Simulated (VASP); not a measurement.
# ScSi4O (F-43m) in VASP: further runs, part 2 of 3

VASP 6.6.1. Earlier steps stand in the parts before.

**3. Single point, PBE**

This run uses another cell than the first one, of 15.86 Å³/atom.

Contents of INCAR:

```
  PREC = Accurate
  ENCUT = 520
  EDIFF = 1E-7
  ISMEAR = 0
  SIGMA = 0.1
  LREAL = F
  LASPH = T
  NELM = 60
  ALGO = Normal
  ISIF = 2
  LWAVE = F
  LCHARG = F
  GGA = PE
  NBANDS = 26
```

Contents of KPOINTS:

```
Automatic mesh
0
Gamma
  4 4 4
```

Contents of POSCAR:

```
ScSi4O
1.0
    0.0000000000      3.6236989400      3.6236989400
    3.6236989400      0.0000000000      3.6236989400
    3.6236989400      3.6236989400      0.0000000000
Sc Si O
1 4 1
Direct
    0.2500000000      0.2500000000      0.2500000000
    0.6248469700      0.1254591000      0.6248469700
    0.6248469700      0.6248469700      0.1254591000
    0.6248469700      0.6248469700      0.6248469700
    0.1254591000      0.6248469700      0.6248469700
    0.0000000000      0.0000000000      0.0000000000
```

Potentials or basis: VASP PAW PBE potentials, release 64 (Sc_sv, Si, O).

Started as:

```sh
$ cat potpaw_PBE.64/Sc_sv/POTCAR potpaw_PBE.64/Si/POTCAR potpaw_PBE.64/O/POTCAR > POTCAR
$ mpirun -np 1 vasp_std > vasp.out
```

OUTCAR:

```text
PREC = Accurate
   ENCUT = 520
   EDIFF = 1E-7
   ISMEAR = 0
   LREAL = F
   LASPH = T
   NELM = 60
   ISIF = 2
   GGA = PE

 ion  position               nearest neighbor table
   1  0.250  0.250  0.250-   2 3.00   5 3.00   3 3.00   5 3.00   2 3.00   3 3.00   4 3.00   4 3.00
                             4 3.00   2 3.00   3 3.00   5 3.00
   2  0.625  0.125  0.625-   3 2.56   4 2.56   5 2.56   5 2.57   3 2.57   4 2.57   1 3.00   1 3.00
                             1 3.00
   3  0.625  0.625  0.125-   2 2.56   4 2.56   5 2.56   2 2.57   5 2.57   4 2.57   1 3.00   1 3.00
                             1 3.00
   4  0.625  0.625  0.625-   2 2.56   3 2.56   5 2.56   5 2.57   2 2.57   3 2.57   1 3.00   1 3.00
                             1 3.00
   5  0.125  0.625  0.625-   2 2.56   3 2.56   4 2.56   2 2.57   3 2.57   4 2.57   1 3.00   1 3.00
                             1 3.00
   6  0.000  0.000  0.000-

  LATTYP: Found a face centered cubic cell.
 ALAT       =     7.2473978800

  Lattice vectors:

 A1 = (   0.0000000000,   3.6236989400,   3.6236989400)
 A2 = (   3.6236989400,   0.0000000000,   3.6236989400)
 A3 = (   3.6236989400,   3.6236989400,   0.0000000000)

Analysis of symmetry for initial positions (statically):
=====================================================================
 Subroutine PRICEL returns:
 Original cell was already a primitive cell.

 Routine SETGRP: Setting up the symmetry group for a
 face centered cubic supercell.

 Subroutine GETGRP returns: Found 24 space group operations
 (whereof 24 operations were pure point group operations)
 out of a pool of 48 trial point group operations.

The static configuration has the point symmetry T_d .

Analysis of symmetry for dynamics (positions and initial velocities):
=====================================================================
 Subroutine PRICEL returns:
 Original cell was already a primitive cell.

 Routine SETGRP: Setting up the symmetry group for a
 face centered cubic supercell.

[... 118 lines left out ...]
  Thomas-Fermi vector in A             =   2.286806
   LORBIT       =      0    0 simple, 1 ext, 2 COOP (PROOUT), +10 PAW based schemes
   GGA     = PE    functional components
   LHFCALC =     F    Hartree Fock is set to
   AEXX    =    0.0000 exact exchange contribution
   IVDW    =     0    specifies the selected vdW correction
   LEPSILON=     F    determine dielectric tensor
   LRPA    =     F    only Hartree local field effects (RPA)
 non-spin polarized calculation
 Gauss-broadening in eV      SIGMA  =   0.10
  energy-cutoff  :      520.00
  volume of cell :       95.17
 maximum number of plane-waves:      2637
 NGX is ok and might be reduce to    40
   NGX = 19   NGY = 19   NGZ = 19

 number of electron      32.9999994 magnetization

 Free energy of the ion-electron system (eV)
  ---------------------------------------------------
  ext. energy  EPLUGINS =         0.00000000
  ---------------------------------------------------
  free energy    TOTEN  =       -33.19644862 eV

  energy without entropy =      -33.18641156  energy(sigma->0) =      -33.19143009

 E-fermi :   6.9464     XC(G=0): -10.6007

 val. band max:        6.9111994077   @ k =   0.2500   0.2500   0.0000
 cond. band min:       6.9792477528   @ k =   0.5000   0.5000   0.0000
 fundamental gap:      0.0680483452
 Fermi energy:         6.9463847923

 k-point     1 :       0.0000    0.0000    0.0000
  band No.  band energies     occupation
      1     -43.0683      2.00000
      2     -21.6887      2.00000
      3     -21.6887      2.00000
      4     -21.6887      2.00000
      5      -9.4025      2.00000
      6      -5.4182      2.00000
[... 221 lines left out ...]
     25      10.6358      0.00000
     26      12.1414      0.00000

------------------------ aborting loop because EDIFF is reached ----------------------------------------

  FORCE on cell =-STRESS in cart. coord.  units (eV):
  Direction    XX          YY          ZZ          XY          YZ          ZX
  --------------------------------------------------------------------------------------
  -------------------------------------------------------------------------------------
  Total       -5.4006171     -5.4006171     -5.4006171      0.0000000      0.0000000      0.0000000
  in kB      -90.9217213    -90.9217213    -90.9217213      0.0000000      0.0000000      0.0000000
  external PRESSURE =     -90.9217213 kB  Pullay stress =       0.0000000 kB

 VOLUME and BASIS-vectors are now :
 -----------------------------------------------------------------------------
  energy-cutoff  :      520.00
  volume of cell :       95.17
      direct lattice vectors                 reciprocal lattice vectors
     0.000000000  3.623698940  3.623698940    -0.137980558  0.137980558  0.137980558
     3.623698940  0.000000000  3.623698940     0.137980558 -0.137980558  0.137980558
     3.623698940  3.623698940  0.000000000     0.137980558  0.137980558 -0.137980558

 POSITION                                       TOTAL-FORCE (eV/Angst)
 -----------------------------------------------------------------------------------
      1.81185      1.81185      1.81185        -0.000000     -0.000000     -0.000000
      2.71888      4.52851      2.71888        -0.321743      0.321743     -0.321743
      2.71888      2.71888      4.52851        -0.321743     -0.321743      0.321743
      4.52851      4.52851      4.52851         0.321743      0.321743      0.321743
      4.52851      2.71888      2.71888         0.321743     -0.321743     -0.321743
      0.00000      0.00000      0.00000        -0.000000     -0.000000     -0.000000
 -----------------------------------------------------------------------------------
    total drift:                               -0.000001     -0.000001     -0.000001

  FREE ENERGIE OF THE ION-ELECTRON SYSTEM (eV)
  ---------------------------------------------------
  free  energy   TOTEN  =       -33.1964486198 eV

  energy  without entropy=      -33.1864115650  energy(sigma->0) =      -33.19143009
```

OSZICAR:

```text
N       E                     dE             d eps       ncg     rms          rms(c)
DAV:   1     0.236977411573E+03    0.23698E+03   -0.13682E+04   416   0.115E+03
DAV:   2    -0.112063754035E+02   -0.24818E+03   -0.23643E+03   416   0.326E+02
DAV:   3    -0.361687760247E+02   -0.24962E+02   -0.22232E+02   634   0.827E+01
DAV:   4    -0.375061743252E+02   -0.13374E+01   -0.13202E+01   648   0.203E+01
DAV:   5    -0.375206437918E+02   -0.14469E-01   -0.14456E-01   576   0.213E+00    0.128E+01
DAV:   6    -0.369776065449E+02    0.54304E+00   -0.25027E+01   624   0.372E+01    0.199E+01
DAV:   7    -0.337488075065E+02    0.32288E+01   -0.16607E+01   632   0.220E+01    0.538E+00
DAV:   8    -0.332337528510E+02    0.51505E+00   -0.15167E+00   584   0.927E+00    0.182E+00
DAV:   9    -0.332312809545E+02    0.24719E-02   -0.37988E-01   654   0.454E+00    0.132E+00
DAV:  10    -0.332114141379E+02    0.19867E-01   -0.10763E-01   688   0.330E+00    0.117E+00
DAV:  11    -0.331994917354E+02    0.11922E-01   -0.52120E-02   630   0.166E+00    0.438E-01
DAV:  12    -0.331965927142E+02    0.28990E-02   -0.76477E-03   662   0.771E-01    0.150E-01
DAV:  13    -0.331964835779E+02    0.10914E-03   -0.66312E-04   500   0.146E-01    0.608E-02
DAV:  14    -0.331964486893E+02    0.34889E-04   -0.16859E-04   570   0.750E-02    0.135E-02
DAV:  15    -0.331964493360E+02   -0.64675E-06   -0.10793E-05   514   0.181E-02    0.558E-03
DAV:  16    -0.331964487559E+02    0.58013E-06   -0.90356E-07   618   0.853E-03    0.333E-03
DAV:  17    -0.331964486194E+02    0.13650E-06   -0.23605E-07   506   0.297E-03    0.128E-03
DAV:  18    -0.331964486198E+02   -0.44611E-09   -0.39574E-08   292   0.205E-03
   1 F= -.33196449E+02 E0= -.33191430E+02  d E =-.100371E-01
```

stdout:

```text
POSCAR found type information on POSCAR ScSiO
 POSCAR found :  3 types and       6 ions
 scaLAPACK will be used
 LDA part: xc-table for (Slater+PW92), standard interpolation
 POSCAR, INCAR and KPOINTS ok, starting setup
 FFT: planning ... GRIDC
 FFT: planning ... GRID_SOFT
 FFT: planning ... GRID
 WAVECAR not read
 entering main loop
```

It took 71 s on 1 thread of Intel Xeon 8259CL, shared host; peak memory 0.24 GiB.

Results:

| Quantity | Value |
| --- | --- |
| Free energy | -33.1964 eV |
| Pressure | -9.1 GPa |
| Largest force | 0.557 eV/Å |
| Band gap on the k mesh | zero (an odd number of electrons rules out a gap without spin polarisation) |

Forces on the atoms (eV/Å):
```
Sc   0.000  0.000  0.000
Si  -0.322  0.322 -0.322
Si  -0.322 -0.322  0.322
Si   0.322  0.322  0.322
Si   0.322 -0.322 -0.322
O    0.000  0.000  0.000
```

Caveat: the k points lie up to 0.38 Å⁻¹ apart, too coarse for converged energies and pressures of a metal; an odd number of electrons without spin polarisation forces a metal; a magnetic or distorted state may lie lower.

[end of part 2 of 3]
